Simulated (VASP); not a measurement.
# Na (P6_3/mmc) in VASP: further runs

The runs below take Na through single point, relaxation of cell and atoms, with PBEsol, r2SCAN0, r2SCAN.

Everything below comes from runs of VASP 6.6.1. Logs are shortened: lines on timing, memory, paths and dates and some standing lists are left out, and cuts for length are marked.

### 1 The cell of the first run

It takes space group P6_3/mmc (No. 194, hexagonal). The conventional cell has a = 3.767 Å, b = 3.767 Å, c = 6.400 Å, α = 90.00°, β = 90.00°, γ = 120.00°. Within 4.9 Å of Na (site symmetry -6m2) lie 12 Na at 3.77 to 3.87 Å.

This isn't the form of Na at room conditions, which is bcc.

### 2 Single point, PBEsol

INCAR reads:

```
SYSTEM = Na
  ALGO = Normal
  EDIFF = 1E-6
  ENCUT = 500
  GGA = PS
  GGA_COMPAT = .FALSE.
  ISIF = 2
  ISMEAR = -1
  LASPH = .TRUE.
  LCHARG = .FALSE.
  LREAL = .FALSE.
  LWAVE = .FALSE.
  NBANDS = 14
  NELM = 120
  PREC = Accurate
  SIGMA = 0.05
```

KPOINTS reads:

```
k-points
0
G
  8 8 5
  0 0 0
```

POSCAR reads:

```
Na
1.0
    3.7670000000      0.0000000000      0.0000000000
   -1.8835000000      3.2623176961      0.0000000000
    0.0000000000      0.0000000000      6.4001600000
Na
2
Direct
    0.6666666667      0.3333333333      0.7500000000
    0.3333333333      0.6666666667      0.2500000000
```

Potentials or basis: VASP PAW PBE potentials, release 64 (Na_pv).

The run is started by

```console
> cat potpaw_PBE.64/Na_pv/POTCAR > POTCAR
> mpirun -np 1 vasp_std > vasp.out
```

OUTCAR:

```text
SYSTEM = Na
   EDIFF = 1E-6
   ENCUT = 500
   GGA = PS
   ISIF = 2
   ISMEAR = -1
   LASPH = .TRUE.
   LREAL = .FALSE.
   NELM = 120
   PREC = Accurate

 ion  position               nearest neighbor table
   1  0.667  0.333  0.750-
   2  0.333  0.667  0.250-

  LATTYP: Found a hexagonal cell.
 ALAT       =     3.7670000000
 C/A-ratio  =     1.6990071675

  Lattice vectors:

 A1 = (   3.7670000000,   0.0000000000,   0.0000000000)
 A2 = (  -1.8835000000,   3.2623176961,   0.0000000000)
 A3 = (   0.0000000000,   0.0000000000,   6.4001600000)

Analysis of symmetry for initial positions (statically):
=====================================================================
 Subroutine PRICEL returns:
 Original cell was already a primitive cell.

 Routine SETGRP: Setting up the symmetry group for a
 hexagonal supercell.

 Subroutine GETGRP returns: Found 24 space group operations
 (whereof 12 operations were pure point group operations)
 out of a pool of 24 trial point group operations.

The static configuration has the point symmetry D_3d.
 The point group associated with its full space group is D_6h.

Analysis of symmetry for dynamics (positions and initial velocities):
=====================================================================
 Subroutine PRICEL returns:
 Original cell was already a primitive cell.

 Routine SETGRP: Setting up the symmetry group for a
 hexagonal supercell.

 Subroutine GETGRP returns: Found 24 space group operations
 (whereof 12 operations were pure point group operations)
 out of a pool of 24 trial point group operations.

The dynamic configuration has the point symmetry D_3d.
 The point group associated with its full space group is D_6h.

 Subroutine INISYM returns: Found 24 space group operations
 (whereof 12 operations are pure point group operations),
 and found     1 'primitive' translations

----------------------------------------------------------------------------------------

                                     Primitive cell

  volume of cell :      78.6525

  direct lattice vectors                    reciprocal lattice vectors
     3.767000000  0.000000000  0.000000000     0.265463233  0.153265269  0.000000000
    -1.883500000  3.262317696  0.000000000     0.000000000  0.306530538  0.000000000
     0.000000000  0.000000000  6.400160000     0.000000000  0.000000000  0.156246094

  length of vectors
     3.767000000  3.767000000  6.400160000     0.306530538  0.306530538  0.156246094

  position of ions in fractional coordinates (direct lattice)
     0.666666667  0.333333333  0.750000000
     0.333333333  0.666666667  0.250000000

  ion indices of the primitive-cell ions
   primitive index   ion index
                 1           1
                 2           2

----------------------------------------------------------------------------------------

 KPOINTS: k-points

Automatic generation of k-mesh.
 Grid dimensions read from file:
 generate k-points for:    8    8    5

 Generating k-lattice:

  Cartesian coordinates                     Fractional coordinates (reciprocal lattice)
     0.033182904  0.019158159  0.000000000     0.125000000  0.000000000  0.000000000
     0.000000000  0.038316317  0.000000000     0.000000000  0.125000000  0.000000000
     0.000000000  0.000000000  0.031249219     0.000000000  0.000000000  0.200000000

  Length of vectors
     0.038316317  0.038316317  0.031249219

  Shift w.r.t. Gamma in fractional coordinates (k-lattice)
     0.000000000  0.000000000  0.000000000

 Subroutine IBZKPT returns following result:
 ===========================================

 Found     30 irreducible k-points:

 Following reciprocal coordinates:
            Coordinates               Weight
  0.000000  0.000000  0.000000      1.000000
  0.125000  0.000000  0.000000      6.000000
  0.250000  0.000000  0.000000      6.000000
  0.375000 -0.000000  0.000000      6.000000
  0.500000  0.000000  0.000000      3.000000
  0.125000  0.125000  0.000000      6.000000
[... 16 lines left out ...]
  0.250000  0.000000  0.400000     12.000000
  0.375000 -0.000000  0.400000     12.000000
 [... further k-points ...]
   k-points           NKPTS =     30   k-points in BZ     NKDIM =     30   number of bands    NBANDS=     14
   number of dos      NEDOS =    301   number of ions     NIONS =      2
   total plane-waves  NPLWV =  37632
   dimension x,y,z NGX =    28 NGY =   28 NGZ =   48
   dimension x,y,z NGXF=    56 NGYF=   56 NGZF=   96
   ions per type =               2
   NGX,Y,Z   is equivalent  to a cutoff of  12.36, 12.36, 12.47 a.u.
   NGXF,Y,Z  is equivalent  to a cutoff of  24.71, 24.71, 24.94 a.u.
 SYSTEM =  Na
   PREC   = accura    normal or accurate (medium, high low for compatibility)
   ISTART =      0    job   : 0-new  1-cont  2-samecut
   ICHARG =      2    charge: 1-file 2-atom 10-const
   ISPIN  =      1    spin polarized calculation?
   LNONCOLLINEAR =      F non collinear calculations
   LSORBIT =      F    spin-orbit coupling
   LASPH  =      T    aspherical Exc in radial PAW
   ENCUT  =  500.0 eV  36.75 Ry    6.06 a.u.   6.87  6.87 11.67*2*pi/ulx,y,z
   NELM   =    120;   NELMIN=  2; NELMDL= -5     # of ELM steps
   EDIFF  = 0.1E-05   stopping-criterion for ELM
   LREAL  =      F    real-space projection
   EDIFFG = 0.1E-04   stopping-criterion for IOM
   NSW    =      0    number of steps for IOM
   IBRION =     -1    ionic relax: 0-MD 1-quasi-New 2-CG
   NFREE  =      0    steps in history (QN), initial steepest desc. (CG)
   ISIF   =      2    stress and relaxation
   ISYM   =      2    0-nonsym 1-usesym 2-fastsym
   POTIM  = 0.5000    time-step for ionic-motion
   TEBEG  =    0.0;   TEEND  =   0.0 temperature during run
   PSTRESS=    0.0 pullay stress
   NELECT =      14.0000    total number of electrons
   NUPDOWN=      -1.0000    fix difference up-down
   EMIN   =  10.00;   EMAX   =-10.00  energy-range for DOS
   EFERMI =   0.00;   METHOD = LEGACY
   ISMEAR =    -1;   SIGMA  =   0.05  broadening in eV -4-tet -1-fermi 0-gaus
   EFERMI_NEDOS =   21; number of points for ismear=-14 and -15
   IALGO  =     38    algorithm
   IMIX   =      4    mixing-type and parameters
     AMIX     =   0.40;   BMIX     =  1.00
     AMIX_MAG =   1.60;   BMIX_MAG =  1.00
  volume/ion in A,a.u.               =      39.33       265.39
  Fermi-wavevector in a.u.,A,eV,Ry     =   0.920902  1.740252 11.538556  0.848060
  Thomas-Fermi vector in A             =   2.046259
   LORBIT       =      0    0 simple, 1 ext, 2 COOP (PROOUT), +10 PAW based schemes
   GGA     = PS    functional components
   LHFCALC =     F    Hartree Fock is set to
   AEXX    =    0.0000 exact exchange contribution
   IVDW    =     0    specifies the selected vdW correction
   LEPSILON=     F    determine dielectric tensor
   LRPA    =     F    only Hartree local field effects (RPA)
 non-spin polarized calculation
  energy-cutoff  :      500.00
  volume of cell :       78.65
 maximum number of plane-waves:      2018
 NGX is ok and might be reduce to    28
   NGX = 13   NGY = 13   NGZ = 23

 number of electron      13.9999993 magnetization

 Free energy of the ion-electron system (eV)
  ---------------------------------------------------
  ext. energy  EPLUGINS =         0.00000000
  ---------------------------------------------------
  free energy    TOTEN  =        -2.78389301 eV

  energy without entropy =       -2.77530753  energy(sigma->0) =       -2.77960027

 E-fermi :   0.0795     XC(G=0):  -6.3472

 val. band max:        0.0155672764   @ k =   0.3750   0.1250   0.2000
 cond. band min:       0.2275357371   @ k =   0.2500   0.0000   0.2000
 fundamental gap:      0.2119684607
 Fermi energy:         0.0795174298

 k-point     1 :       0.0000    0.0000    0.0000
  band No.  band energies     occupation
      1     -24.7136      2.00000
      2     -24.6922      2.00000
      3     -24.6922      2.00000
      4     -24.6890      2.00000
      5     -24.6890      2.00000
      6     -24.6882      2.00000
      7      -3.0125      2.00000
      8       0.5231      0.00028
      9       0.8229      0.00000
     10      10.1117      0.00000
     11      10.1117      0.00000
     12      10.1298      0.00000
     13      10.4509      0.00000
     14      10.4509      0.00000

 k-point     2 :       0.1250    0.0000    0.0000
  band No.  band energies     occupation
      1     -24.7123      2.00000
      2     -24.6958      2.00000
      3     -24.6933      2.00000
      4     -24.6927      2.00000
      5     -24.6897      2.00000
      6     -24.6886      2.00000
      7      -2.7850      2.00000
      8       0.7279      0.00000
      9       1.0459      0.00000
     10       7.4898      0.00000
     11       8.9649      0.00000
     12       9.2353      0.00000
     13      10.6043      0.00000
     14      10.6629      0.00000

 k-point     3 :       0.2500    0.0000    0.0000
  band No.  band energies     occupation
      1     -24.7087      2.00000
      2     -24.7046      2.00000
      3     -24.7015      2.00000
      4     -24.6958      2.00000
      5     -24.6914      2.00000
      6     -24.6898      2.00000
      7      -2.1080      2.00000
      8       1.3436      0.00000
      9       1.6929      0.00000
     10       4.8566      0.00000
     11       7.7115      0.00000
     12       7.9912      0.00000
     13       8.0259      0.00000
     14       9.4449      0.00000
[... 324 lines left out ...]
 k-point    23 :       0.2500    0.0000    0.4000
  band No.  band energies     occupation
      1     -24.7074      2.00000
      2     -24.7050      2.00000
      3     -24.6982      2.00000
      4     -24.6943      2.00000
      5     -24.6940      2.00000
      6     -24.6930      2.00000
      7      -1.5145      2.00000
      8      -0.7814      2.00000
      9       4.7163      0.00000
     10       5.4938      0.00000
     11       5.9459      0.00000
     12       6.9921      0.00000
     13       8.5315      0.00000
     14       9.1646      0.00000

 k-point    24 :       0.3750   -0.0000    0.4000
  band No.  band energies     occupation
      1     -24.7146      2.00000
      2     -24.7133      2.00000
      3     -24.6977      2.00000
      4     -24.6965      2.00000
      5     -24.6950      2.00000
      6     -24.6942      2.00000
      7      -0.4169      1.99990
      8       0.2994      0.02432
      9       3.0270      0.00000
     10       3.7178      0.00000
     11       5.9217      0.00000
     12       7.6305      0.00000
     13       7.9655      0.00000
     14       8.5100      0.00000

 [... further k-points ...]
[... 5 lines left out ...]
  --------------------------------------------------------------------------------------
  -------------------------------------------------------------------------------------
  Total       -0.1418692     -0.1418692     -0.4485751      0.0000000      0.0000000      0.0000000
  in kB       -2.8899205     -2.8899205     -9.1376185      0.0000000      0.0000000      0.0000000
  external PRESSURE =      -4.9724865 kB  Pullay stress =       0.0000000 kB

 VOLUME and BASIS-vectors are now :
 -----------------------------------------------------------------------------
  energy-cutoff  :      500.00
  volume of cell :       78.65
      direct lattice vectors                 reciprocal lattice vectors
     3.767000000  0.000000000  0.000000000     0.265463233  0.153265269  0.000000000
    -1.883500000  3.262317696  0.000000000     0.000000000  0.306530538  0.000000000
     0.000000000  0.000000000  6.400160000     0.000000000  0.000000000  0.156246094

 POSITION                                       TOTAL-FORCE (eV/Angst)
 -----------------------------------------------------------------------------------
      1.88350      1.08744      4.80012        -0.000000      0.000000      0.000000
     -0.00000      2.17488      1.60004         0.000000     -0.000000      0.000000
 -----------------------------------------------------------------------------------
    total drift:                                0.000000     -0.000000      0.000000

  FREE ENERGIE OF THE ION-ELECTRON SYSTEM (eV)
  ---------------------------------------------------
  free  energy   TOTEN  =        -2.7838930078 eV

  energy  without entropy=       -2.7753075305  energy(sigma->0) =       -2.77960027
```

Run time: 6.7 s. Hardware: 1 thread of Intel Xeon 6975P-C (Granite Rapids), shared host; peak memory 0.17 GiB.

Results:

| Item | Value |
| --- | --- |
| Free energy | -2.7839 eV |
| Pressure | -0.5 GPa |
| Band gap on the k mesh | zero (bands 7 and 8 overlap by 3.27 eV) |

Caveat: the PAW data sets were made with another functional, which shifts forces and pressure a little.

### 3 Single point, r2SCAN0

This run uses another cell than the first one, of 37.81 Å³/atom.

Changes to POSCAR since step 2:

```diff
@@ -4,3 +4,3 @@
    -1.8835000000      3.2623176961      0.0000000000
-    0.0000000000      0.0000000000      6.4001600000
+    0.0000000000      0.0000000000      6.1540000000
 Na
```

INCAR.step1 reads:

```
SYSTEM = Na
PREC = Accurate
ENCUT = 520
EDIFF = 1E-5
ISMEAR = -1
SIGMA = 0.05
LREAL = .FALSE.
LASPH = .TRUE.
NELM = 80
ALGO = Normal
ISIF = 2
LWAVE = .TRUE.
LCHARG = .FALSE.
NBANDS = 14
GGA = PE
```

INCAR.step2 reads:

```
SYSTEM = Na
PREC = Accurate
ENCUT = 520
EDIFF = 1E-7
ISMEAR = -1
SIGMA = 0.05
LREAL = .FALSE.
LASPH = .TRUE.
NELM = 80
ALGO = Normal
ISIF = 2
LWAVE = .FALSE.
LCHARG = .FALSE.
METAGGA = R2SCAN
LHFCALC = .TRUE.
AEXX = 0.25
LMIXTAU = .TRUE.
PRECFOCK = Normal
NBANDS = 14
ISTART = 1
```

KPOINTS reads:

```
regular mesh
0
G
  5 5 3
  0 0 0
```

Potentials or basis: VASP PAW PBE potentials, release 64 (Na_pv).

The run is started by

```console
> cat potpaw_PBE.64/Na_pv/POTCAR > POTCAR
> cp INCAR.step1 INCAR
> mpirun -np 1 vasp_std > vasp.out
> cp INCAR.step2 INCAR
> mpirun -np 1 vasp_std > vasp.out
```

It took 19 min on 1 thread of Intel Xeon Platinum 8375C at 2.90GHz (Ice Lake), shared host; peak memory 0.2 GiB.

It converged, with:

```yaml
Free_energy: -6.6425 eV
Pressure: 0.0 GPa
Band_gap_on_the_k_mesh: zero (bands 7 and 8 overlap by 3.56 eV)
```

Stress tensor (GPa, compression positive):
```
-0.06  0.00  0.00
 0.00 -0.06  0.00
 0.00  0.00  0.04
```

Levels at points of the mesh, in eV from the Fermi level:
```tsv
k point	band 5	band 6	band 7	band 8	band 9	band 10
(0.00, 0.00, 0.00)	-29.45	-29.45	-4.70	0.55	1.19	10.78
```

Caveat: the k points lie up to 0.39 Å⁻¹ apart, too coarse for converged energies and pressures of a metal; the PAW data sets were made with another functional, which shifts forces and pressure a little.

### 4 Relaxation of cell and atoms, r2SCAN, target pressure 10 GPa, at which the enthalpy is minimised

This run uses another cell than the first one, of 37.81 Å³/atom.

POSCAR is that of step 3.

INCAR.step1 reads:

```
PREC = Accurate ; ENCUT = 600
ISMEAR = -1 ; SIGMA = 0.05
LREAL = F ; LASPH = T
NELM = 100 ; GGA = PE
ALGO = Normal ; EDIFF = 1E-4
LWAVE = T ; LCHARG = F
```

INCAR.step2 reads:

```
PREC = Accurate ; ENCUT = 600
EDIFF = 1E-6 ; ISMEAR = -1
SIGMA = 0.05 ; LREAL = F
LASPH = T ; NELM = 100
ALGO = Normal ; ISIF = 3
LWAVE = F ; LCHARG = F
METAGGA = R2SCAN ; LMIXTAU = T
IBRION = 2 ; NSW = 60
EDIFFG = -0.01 ; PSTRESS = 100.0
ISTART = 1
```

KPOINTS reads:

```
Automatic mesh
0
Gamma
  8 8 5
```

The run is started by

```console
> cat potpaw_PBE.64/Na_pv/POTCAR > POTCAR
> cp INCAR.step1 INCAR
> mpirun -np 1 vasp_std > vasp.out
> cp INCAR.step2 INCAR
> mpirun -np 1 vasp_std > vasp.out
```

It took 6.3 min on 1 thread of Intel Xeon 6975P-C (Granite Rapids), shared host; peak memory 0.22 GiB.

It converged, with:

```yaml
Free_energy: -6.4957 eV
Relaxed_volume: 22.63 Å³/atom
Relaxed_cell: a = 3.188 Å, b = 3.188 Å, c = 5.144 Å, α = 90.00°, β = 90.00°, γ = 120.00°
Space_group_after_relaxing_to_0.1_Å: P6_3/mmc (No. 194)
Energy_change_on_relaxing_the_run_minimises_the_enthalpy: +306.4 meV/atom
Ionic_steps: 11
Pressure_after_relaxing: 10.0 GPa
Band_gap_on_the_k_mesh: zero (bands 7 and 8 overlap by 4.28 eV)
```

Stress tensor (GPa, compression positive):
```
10.03  0.00  0.00
 0.00 10.03  0.00
 0.00  0.00  9.94
```

The path:
```csv
step,energy change (eV),largest force (eV/Å),pressure (GPa),volume (Å³)
1,0.0000,0.0000,-0.05,75.63
2,0.2753,0.0000,5.26,52.53
3,0.5330,0.0000,8.97,46.63
4,0.6119,0.0000,10.01,45.28
5,0.5810,0.0000,9.57,45.79
6,0.5816,0.0000,9.58,45.78
7,0.5834,0.0000,9.61,45.74
8,0.5868,0.0000,9.71,45.69
9,0.5970,0.0000,9.79,45.52
10,0.6175,0.0000,10.07,45.18
11,0.6128,0.0000,10.00,45.26
```

Final structure:
```xyz
2
Lattice="3.1875 0.0000 0.0000 -1.5938 2.7605 0.0000 0.0000 0.0000 5.1437" Properties=species:S:1:pos:R:3 pbc="T T T"
Na    1.5938    0.9202    3.8578
Na    0.0000    1.8403    1.2859
```

Levels at points of the mesh, in eV from the Fermi level:
```tsv
k point	band 5	band 6	band 7	band 8	band 9	band 10
(0.00, 0.00, 0.00)	-25.80	-25.80	-4.70	0.71	1.81	13.54
(0.50, 0.00, 0.00)	-25.84	-25.82	0.17	0.72	4.80	5.60
```

Caveat: the cell is relaxed towards a set pressure, so the run minimises the enthalpy, not the energy; the volume moved by over 15 % at a fixed basis, so the end points are rough; the PAW data sets were made with another functional, which shifts forces and pressure a little.

### 5 Summary

```tsv
task	level	cell	k mesh	cutoff (eV)	grid for exact exchange (PRECFOCK)	share of exact exchange	gap on the mesh (eV)	pressure (GPa)
single point	PBEsol	a = 3.767, b = 3.767, c = 6.400 Å, angles 90.0, 90.0, 120.0°, 2 atoms	8 × 8 × 5	500	-	-	none	-0.5
single point	r2SCAN0	a = 3.767, b = 3.767, c = 6.154 Å, angles 90.0, 90.0, 120.0°, 2 atoms	5 × 5 × 3	520	Normal	0.25	none	0.0
relaxation of cell and atoms	r2SCAN	relaxed to 10 GPa from a = 3.767, b = 3.767, c = 6.154 Å, angles 90.0, 90.0, 120.0°, 2 atoms	8 × 8 × 5	600	-	-	none	10.0
```

Alike in all rows: potentials or basis VASP PAW PBE potentials, release 64 (Na_pv); no spin polarisation; smearing fermi-dirac 0.05 eV.

Caveats: some runs use coarse meshes; the PAW data sets were made with another functional, which shifts forces and pressure a little; the cell is relaxed towards a set pressure, so the run minimises the enthalpy, not the energy (at least some runs); the volume moved by over 15 % at a fixed basis, so the end points are rough (at least some runs).

Absolute energies hang on the potentials; compare differences alone.
